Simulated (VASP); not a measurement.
# PbO2 (Fm-3m) in VASP: a series of runs

The runs below take PbO2 through single point, with BLYP, PBEsol+D3(BJ).

All numbers are computed with VASP 6.6.1; they aren't measurements. Logs are shortened: lines on timing, memory, paths and dates and some standing lists are left out, and cuts for length are marked.

### 1 The cell of the first run

The structure is cubic, space group Fm-3m (No. 225). The conventional cell has a = 5.821 Å, b = 5.821 Å, c = 5.821 Å, α = 90.00°, β = 90.00°, γ = 90.00°. Within 3.3 Å of Pb (site symmetry m-3m) lie 8 O at 2.52 Å. O (site symmetry -43m) has 4 Pb at 2.52 Å and 6 O at 2.91 Å within 3.3 Å.

### 2 Single point, BLYP (16.44 Å³/atom)

POSCAR reads:

```
PbO2
1.0
    0.0000000000      2.9106326500      2.9106326500
    2.9106326500      0.0000000000      2.9106326500
    2.9106326500      2.9106326500      0.0000000000
Pb O
1 2
Direct
    0.0000000000      0.0000000000      0.0000000000
    0.7500000000      0.7500000000      0.7500000000
    0.2500000000      0.2500000000      0.2500000000
```

INCAR.step1 reads:

```
SYSTEM = PbO2
PREC = Accurate ; ENCUT = 520
EDIFF = 1E-6 ; ISMEAR = -5
SIGMA = 0.1 ; LREAL = .False.
LASPH = .True. ; NELM = 120
ALGO = Normal ; ISIF = 2
LWAVE = .False. ; LCHARG = .True.
GGA = B5 ; ALDAX = 1.0
AGGAX = 1.0 ; AGGAC = 1.0
ALDAC = 0.0 ; NBANDS = 20
GGA_COMPAT = .False. ; NEDOS = 2001
LORBIT = 11
```

KPOINTS.step1 reads:

```
Automatic mesh
0
Gamma
  9 9 9
  0 0 0
```

INCAR.step2 reads:

```
SYSTEM = PbO2
PREC = Accurate ; ENCUT = 520
EDIFF = 1E-6 ; ISMEAR = -5
SIGMA = 0.1 ; LREAL = .False.
LASPH = .True. ; NELM = 120
ALGO = Normal ; ISIF = 2
LWAVE = .False. ; LCHARG = .False.
GGA = B5 ; ALDAX = 1.0
AGGAX = 1.0 ; AGGAC = 1.0
ALDAC = 0.0 ; LORBIT = 11
NEDOS = 1001 ; ICHARG = 11
GGA_COMPAT = .False.
```

KPOINTS.step2 reads:

```
Automatic mesh
0
Gamma
  14 14 14
  0 0 0
```

Potentials or basis: VASP PAW PBE potentials, release 64 (Pb_d, O).

The run is started by

```bash
$ cat potpaw_PBE.64/Pb_d/POTCAR potpaw_PBE.64/O/POTCAR > POTCAR
$ cp INCAR.step1 INCAR
$ cp KPOINTS.step1 KPOINTS
$ mpirun -np 1 vasp_std > vasp.out
$ cp INCAR.step2 INCAR
$ cp KPOINTS.step2 KPOINTS
$ mpirun -np 1 vasp_std > vasp.out
```

OUTCAR:

```text
SYSTEM = PbO2
   PREC = Accurate
   ENCUT = 520
   EDIFF = 1E-6
   ISMEAR = -5
   LREAL = .False.
   LASPH = .True.
   NELM = 120
   ISIF = 2
   GGA = B5
   LORBIT = 11
   ICHARG = 11

 ion  position               nearest neighbor table
   1  0.000  0.000  0.000-   2 2.52   2 2.52   2 2.52   2 2.52   3 2.52   3 2.52   3 2.52   3 2.52

   2  0.750  0.750  0.750-   1 2.52   1 2.52   1 2.52   1 2.52
   3  0.250  0.250  0.250-   1 2.52   1 2.52   1 2.52   1 2.52

  LATTYP: Found a face centered cubic cell.
 ALAT       =     5.8212653000

  Lattice vectors:

 A1 = (   0.0000000000,   2.9106326500,   2.9106326500)
 A2 = (   2.9106326500,   0.0000000000,   2.9106326500)
 A3 = (   2.9106326500,   2.9106326500,   0.0000000000)

Analysis of symmetry for initial positions (statically):
=====================================================================
 Subroutine PRICEL returns:
 Original cell was already a primitive cell.

 Routine SETGRP: Setting up the symmetry group for a
 face centered cubic supercell.

 Subroutine GETGRP returns: Found 48 space group operations
 (whereof 48 operations were pure point group operations)
 out of a pool of 48 trial point group operations.

The static configuration has the point symmetry O_h .

Analysis of symmetry for dynamics (positions and initial velocities):
=====================================================================
 Subroutine PRICEL returns:
 Original cell was already a primitive cell.

 Routine SETGRP: Setting up the symmetry group for a
 face centered cubic supercell.

 Subroutine GETGRP returns: Found 48 space group operations
 (whereof 48 operations were pure point group operations)
 out of a pool of 48 trial point group operations.

The dynamic configuration has the point symmetry O_h .

 Subroutine INISYM returns: Found 48 space group operations
 (whereof 48 operations are pure point group operations),
 and found     1 'primitive' translations

----------------------------------------------------------------------------------------

                                     Primitive cell

  volume of cell :      49.3165

  direct lattice vectors                    reciprocal lattice vectors
     0.000000000  2.910632650  2.910632650    -0.171783959  0.171783959  0.171783959
     2.910632650  0.000000000  2.910632650     0.171783959 -0.171783959  0.171783959
     2.910632650  2.910632650  0.000000000     0.171783959  0.171783959 -0.171783959

[... 89 lines left out ...]
   EDIFFG = 0.1E-04   stopping-criterion for IOM
   NSW    =      0    number of steps for IOM
   IBRION =     -1    ionic relax: 0-MD 1-quasi-New 2-CG
   NFREE  =      0    steps in history (QN), initial steepest desc. (CG)
   ISIF   =      2    stress and relaxation
   ISYM   =      2    0-nonsym 1-usesym 2-fastsym
   POTIM  = 0.5000    time-step for ionic-motion
   TEBEG  =    0.0;   TEEND  =   0.0 temperature during run
   PSTRESS=    0.0 pullay stress
   NELECT =      26.0000    total number of electrons
   NUPDOWN=      -1.0000    fix difference up-down
   EMIN   =  10.00;   EMAX   =-10.00  energy-range for DOS
   EFERMI =   0.00;   METHOD = LEGACY
   ISMEAR =    -5;   SIGMA  =   0.10  broadening in eV -4-tet -1-fermi 0-gaus
   EFERMI_NEDOS =   21; number of points for ismear=-14 and -15
   IALGO  =     38    algorithm
   IMIX   =      4    mixing-type and parameters
     AMIX     =   0.40;   BMIX     =  1.00
     AMIX_MAG =   1.60;   BMIX_MAG =  1.00
  volume/ion in A,a.u.               =      16.44       110.93
  Fermi-wavevector in a.u.,A,eV,Ry     =   1.322519  2.499198 23.797355  1.749056
  Thomas-Fermi vector in A             =   2.452194
   LORBIT       =     11    0 simple, 1 ext, 2 COOP (PROOUT), +10 PAW based schemes
   GGA     = B5    functional components
   LHFCALC =     F    Hartree Fock is set to
   AEXX    =    0.0000 exact exchange contribution
   IVDW    =     0    specifies the selected vdW correction
   LEPSILON=     F    determine dielectric tensor
   LRPA    =     F    only Hartree local field effects (RPA)
 non-spin polarized calculation
 Fermi weights with tetrahedron method with Bloechl corrections
  energy-cutoff  :      520.00
  volume of cell :       49.32
 maximum number of plane-waves:      1363

 number of electron      25.9999992 magnetization

 Free energy of the ion-electron system (eV)
  ---------------------------------------------------
  ext. energy  EPLUGINS =         0.00000000
  ---------------------------------------------------
  free energy    TOTEN  =       -14.13998344 eV

  energy without entropy =      -14.13998344  energy(sigma->0) =      -14.13998344

 E-fermi :   3.3321     XC(G=0):  -9.5592

 val. band max:        3.3410064159   @ k =  -0.3571   0.4286   0.1429
 cond. band min:       3.3499413570   @ k =  -0.2857   0.4286   0.2143
 fundamental gap:      0.0089349411
 Fermi energy:         3.3320814774

 k-point     1 :       0.0000    0.0000    0.0000
  band No.  band energies     occupation
      1     -13.5282      2.00000
      2     -12.0601      2.00000
      3     -12.0601      2.00000
      4     -12.0601      2.00000
      5     -11.9739      2.00000
      6     -11.9739      2.00000
[... 457 lines left out ...]
      4     -12.0032      2.00000
      5     -11.9751      2.00000
      6     -11.9608      2.00000
[... 9 lines left out ...]
     16      10.6971      0.00000
     17      10.8258      0.00000

 [... further k-points ...]
[... 5 lines left out ...]
  --------------------------------------------------------------------------------------
  -------------------------------------------------------------------------------------
  Total       -3.8979788     -3.8979788     -3.8979788      0.0000000      0.0000000     -0.0000000
  in kB     -126.6362004   -126.6362004   -126.6362004      0.0000000      0.0000000     -0.0000000
  external PRESSURE =    -126.6362004 kB  Pullay stress =       0.0000000 kB

 VOLUME and BASIS-vectors are now :
 -----------------------------------------------------------------------------
  energy-cutoff  :      520.00
  volume of cell :       49.32
      direct lattice vectors                 reciprocal lattice vectors
     0.000000000  2.910632650  2.910632650    -0.171783959  0.171783959  0.171783959
     2.910632650  0.000000000  2.910632650     0.171783959 -0.171783959  0.171783959
     2.910632650  2.910632650  0.000000000     0.171783959  0.171783959 -0.171783959

 POSITION                                       TOTAL-FORCE (eV/Angst)
 -----------------------------------------------------------------------------------
      0.00000      0.00000      0.00000         0.000000     -0.000000      0.000000
      4.36595      4.36595      4.36595         0.000000      0.000000      0.000000
      1.45532      1.45532      1.45532        -0.000000     -0.000000     -0.000000
 -----------------------------------------------------------------------------------
    total drift:                                0.000000     -0.000000      0.000000

  FREE ENERGIE OF THE ION-ELECTRON SYSTEM (eV)
  ---------------------------------------------------
  free  energy   TOTEN  =       -14.1399834378 eV

  energy  without entropy=      -14.1399834378  energy(sigma->0) =      -14.13998344

 total charge

# of ion       s       p       d       tot
------------------------------------------
    1        1.171   0.496   9.909  11.576
    2        1.586   3.243   0.000   4.829
    3        1.586   3.243   0.000   4.829
--------------------------------------------------
tot          4.344   6.982   9.909  21.235
```

OSZICAR.step1:

```text
N       E                     dE             d eps       ncg     rms          rms(c)
DAV:   1     0.266740376030E+03    0.26674E+03   -0.13327E+04  1408   0.148E+03
DAV:   2     0.674975267704E+01   -0.25999E+03   -0.24896E+03  1560   0.403E+02
DAV:   3    -0.164022833409E+02   -0.23152E+02   -0.22655E+02  1660   0.127E+02
DAV:   4    -0.171449622404E+02   -0.74268E+00   -0.74182E+00  1600   0.237E+01
DAV:   5    -0.171690562554E+02   -0.24094E-01   -0.24092E-01  1776   0.454E+00    0.988E+00
DAV:   6    -0.142991075809E+02    0.28699E+01   -0.15983E+01  2096   0.380E+01    0.395E+00
DAV:   7    -0.141514941396E+02    0.14761E+00   -0.10328E+00  1636   0.115E+01    0.167E+00
DAV:   8    -0.141566417788E+02   -0.51476E-02   -0.35244E-01  1536   0.462E+00    0.108E+00
DAV:   9    -0.141399898951E+02    0.16652E-01   -0.58059E-02  1656   0.192E+00    0.171E-01
DAV:  10    -0.141403732746E+02   -0.38338E-03   -0.31653E-03  1664   0.517E-01    0.354E-02
DAV:  11    -0.141403996715E+02   -0.26397E-04   -0.64545E-05  1900   0.666E-02    0.114E-02
DAV:  12    -0.141404011376E+02   -0.14661E-05   -0.66665E-06  1544   0.405E-02    0.422E-03
DAV:  13    -0.141404006678E+02    0.46984E-06   -0.18658E-07  1020   0.597E-03
   1 F= -.14140401E+02 E0= -.14140401E+02  d E =0.000000E+00
```

Wall time 71 s (1 thread of Intel Xeon Platinum 8259CL at 2.50GHz (Skylake/Cascade Lake), shared host); peak memory 0.23 GiB.

Results:

- Valence electrons inside the program's atomic spheres: Pb 11.58; O 4.83

Caveat: the PAW data sets were made with another functional, which shifts forces and pressure a little; spin-orbit coupling is left out, which moves the levels of the heavy elements; tetrahedron occupations give inexact forces and stress in metals.

### 3 Single point, PBEsol+D3(BJ)

This run uses another cell than the first one, of 13.15 Å³/atom.

POSCAR reads:

```
PbO2
1.0
    0.0000000000      2.7019920000      2.7019920000
    2.7019920000      0.0000000000      2.7019920000
    2.7019920000      2.7019920000      0.0000000000
Pb O
1 2
Direct
    0.0000000000      0.0000000000      0.0000000000
    0.7500000000      0.7500000000      0.7500000000
    0.2500000000      0.2500000000      0.2500000000
```

INCAR.step1 reads:

```
SYSTEM = PbO2
PREC = Accurate
ENCUT = 520
EDIFF = 1E-6
ISMEAR = -5
SIGMA = 0.05
LREAL = .False.
LASPH = .True.
NELM = 120
ALGO = Normal
ISIF = 2
LWAVE = .False.
LCHARG = .True.
GGA = PS
IVDW = 12
NBANDS = 20
GGA_COMPAT = .False.
NEDOS = 2001
LORBIT = 11
```

KPOINTS.step1 is that of step 2.

INCAR.step2 reads:

```
SYSTEM = PbO2
PREC = Accurate
ENCUT = 520
EDIFF = 1E-6
ISMEAR = -5
SIGMA = 0.05
LREAL = .False.
LASPH = .True.
NELM = 120
ALGO = Normal
ISIF = 2
LWAVE = .False.
LCHARG = .False.
GGA = PS
IVDW = 12
LORBIT = 11
NEDOS = 1001
ICHARG = 11
GGA_COMPAT = .False.
```

KPOINTS.step2 is that of step 2.

Potentials or basis: VASP PAW PBE potentials, release 64 (Pb_d, O).

The run is started by

```bash
$ cat potpaw_PBE.64/Pb_d/POTCAR potpaw_PBE.64/O/POTCAR > POTCAR
$ cp INCAR.step1 INCAR
$ cp KPOINTS.step1 KPOINTS
$ mpirun -np 1 vasp_std > vasp.out
$ cp INCAR.step2 INCAR
$ cp KPOINTS.step2 KPOINTS
$ mpirun -np 1 vasp_std > vasp.out
```

It took 33 s on 1 thread of Intel Xeon Platinum 8559C (Emerald Rapids), shared host; peak memory 0.2 GiB.

The run converged. Its results:

| Item | Value |
| --- | --- |
| Valence electrons inside the program's atomic spheres | Pb 11.70; O 4.91 |
| Dispersion energy per atom | -0.209 eV |

Levels at points of the mesh, in eV from the Fermi level:
```tsv
k point	band 11	band 12	band 13	band 14	band 15	band 16
(0.00, 0.00, 0.00)	-1.93	-1.16	-1.16	-1.16	6.89	6.89
(0.50, 0.00, 0.00)	-2.75	-1.37	-1.37	2.60	7.05	9.43
(0.50, 0.50, 0.00)	-0.19	-0.08	-0.08	1.66	6.11	9.27
```

Caveat: the PAW data sets were made with another functional, which shifts forces and pressure a little; spin-orbit coupling is left out, which moves the levels of the heavy elements; tetrahedron occupations give inexact forces and stress in metals.

### 4 Single point, BLYP (16.44 Å³/atom)

POSCAR reads:

```
PbO2
1.0
    0.0000000000      2.9106326500      2.9106326500
    2.9106326500      0.0000000000      2.9106326500
    2.9106326500      2.9106326500      0.0000000000
Pb O
1 2
Direct
    0.0000000000      0.0000000000      0.0000000000
    0.7500000000      0.7500000000      0.7500000000
    0.2500000000      0.2500000000      0.2500000000
```

INCAR.step1: that of step 3 with these lines changed.

```diff
@@ -13,4 +13,7 @@
 LCHARG = .True.
-GGA = PS
-IVDW = 12
+GGA = B5
+ALDAX = 1.0
+AGGAX = 1.0
+AGGAC = 1.0
+ALDAC = 0.0
 NBANDS = 20
```

KPOINTS.step1 reads:

```
regular mesh
0
Gamma
  9 9 9
  0 0 0
```

INCAR.step2: that of step 3 with these lines changed.

```diff
@@ -13,6 +13,9 @@
 LCHARG = .False.
-GGA = PS
-IVDW = 12
+GGA = B5
+ALDAX = 1.0
+AGGAX = 1.0
+AGGAC = 1.0
+ALDAC = 0.0
 LORBIT = 11
-NEDOS = 1001
+NEDOS = 2001
 ICHARG = 11
```

KPOINTS.step2 reads:

```
regular mesh
0
Gamma
  14 14 14
  0 0 0
```

Potentials or basis: VASP PAW PBE potentials, release 64 (Pb_d, O).

The run is started by

```bash
$ cat potpaw_PBE.64/Pb_d/POTCAR potpaw_PBE.64/O/POTCAR > POTCAR
$ cp INCAR.step1 INCAR
$ cp KPOINTS.step1 KPOINTS
$ mpirun -np 1 vasp_std > vasp.out
$ cp INCAR.step2 INCAR
$ cp KPOINTS.step2 KPOINTS
$ mpirun -np 1 vasp_std > vasp.out
```

OUTCAR:

```text
SYSTEM = PbO2
   PREC = Accurate
   ENCUT = 520
   EDIFF = 1E-6
   ISMEAR = -5
   LREAL = .False.
   LASPH = .True.
   NELM = 120
   ISIF = 2
   GGA = B5
   LORBIT = 11
   ICHARG = 11

 ion  position               nearest neighbor table
   1  0.000  0.000  0.000-   2 2.52   2 2.52   2 2.52   2 2.52   3 2.52   3 2.52   3 2.52   3 2.52

   2  0.750  0.750  0.750-   1 2.52   1 2.52   1 2.52   1 2.52
   3  0.250  0.250  0.250-   1 2.52   1 2.52   1 2.52   1 2.52

  LATTYP: Found a face centered cubic cell.
 ALAT       =     5.8212653000

  Lattice vectors:

 A1 = (   0.0000000000,   2.9106326500,   2.9106326500)
 A2 = (   2.9106326500,   0.0000000000,   2.9106326500)
[... 675 lines left out ...]
  in kB     -126.6362003   -126.6362003   -126.6362003     -0.0000000      0.0000000      0.0000000
  external PRESSURE =    -126.6362003 kB  Pullay stress =       0.0000000 kB

 VOLUME and BASIS-vectors are now :
 -----------------------------------------------------------------------------
  energy-cutoff  :      520.00
  volume of cell :       49.32
      direct lattice vectors                 reciprocal lattice vectors
     0.000000000  2.910632650  2.910632650    -0.171783959  0.171783959  0.171783959
     2.910632650  0.000000000  2.910632650     0.171783959 -0.171783959  0.171783959
     2.910632650  2.910632650  0.000000000     0.171783959  0.171783959 -0.171783959

 POSITION                                       TOTAL-FORCE (eV/Angst)
 -----------------------------------------------------------------------------------
      0.00000      0.00000      0.00000         0.000000     -0.000000     -0.000000
      4.36595      4.36595      4.36595        -0.000000     -0.000000     -0.000000
      1.45532      1.45532      1.45532         0.000000      0.000000      0.000000
 -----------------------------------------------------------------------------------
    total drift:                                0.000000     -0.000000      0.000000

  FREE ENERGIE OF THE ION-ELECTRON SYSTEM (eV)
  ---------------------------------------------------
  free  energy   TOTEN  =       -14.1399834376 eV

  energy  without entropy=      -14.1399834376  energy(sigma->0) =      -14.13998344

 total charge

# of ion       s       p       d       tot
------------------------------------------
    1        1.171   0.496   9.909  11.576
    2        1.586   3.243   0.000   4.829
    3        1.586   3.243   0.000   4.829
--------------------------------------------------
tot          4.344   6.982   9.909  21.235
```

OSZICAR.step1:

```text
N       E                     dE             d eps       ncg     rms          rms(c)
DAV:   1     0.266740376030E+03    0.26674E+03   -0.13327E+04  1408   0.148E+03
DAV:   2     0.674975267704E+01   -0.25999E+03   -0.24896E+03  1560   0.403E+02
DAV:   3    -0.164022833409E+02   -0.23152E+02   -0.22655E+02  1660   0.127E+02
DAV:   4    -0.171449622404E+02   -0.74268E+00   -0.74182E+00  1600   0.237E+01
DAV:   5    -0.171690562554E+02   -0.24094E-01   -0.24092E-01  1776   0.454E+00    0.988E+00
DAV:   6    -0.142991075809E+02    0.28699E+01   -0.15983E+01  2096   0.380E+01    0.395E+00
DAV:   7    -0.141514941396E+02    0.14761E+00   -0.10328E+00  1636   0.115E+01    0.167E+00
DAV:   8    -0.141566417788E+02   -0.51476E-02   -0.35244E-01  1536   0.462E+00    0.108E+00
DAV:   9    -0.141399898951E+02    0.16652E-01   -0.58059E-02  1656   0.192E+00    0.171E-01
DAV:  10    -0.141403732746E+02   -0.38338E-03   -0.31653E-03  1664   0.517E-01    0.354E-02
DAV:  11    -0.141403996715E+02   -0.26397E-04   -0.64545E-05  1900   0.666E-02    0.114E-02
DAV:  12    -0.141404011376E+02   -0.14661E-05   -0.66665E-06  1544   0.405E-02    0.422E-03
DAV:  13    -0.141404006678E+02    0.46984E-06   -0.18658E-07  1020   0.597E-03
   1 F= -.14140401E+02 E0= -.14140401E+02  d E =0.000000E+00
```

Wall time 35 s (1 thread of Intel Xeon 6975P-C (Granite Rapids), shared host); peak memory 0.22 GiB.

Results:

* Valence electrons inside the program's atomic spheres: Pb 11.58; O 4.83

Caveat: the PAW data sets were made with another functional, which shifts forces and pressure a little; spin-orbit coupling is left out, which moves the levels of the heavy elements; tetrahedron occupations give inexact forces and stress in metals.
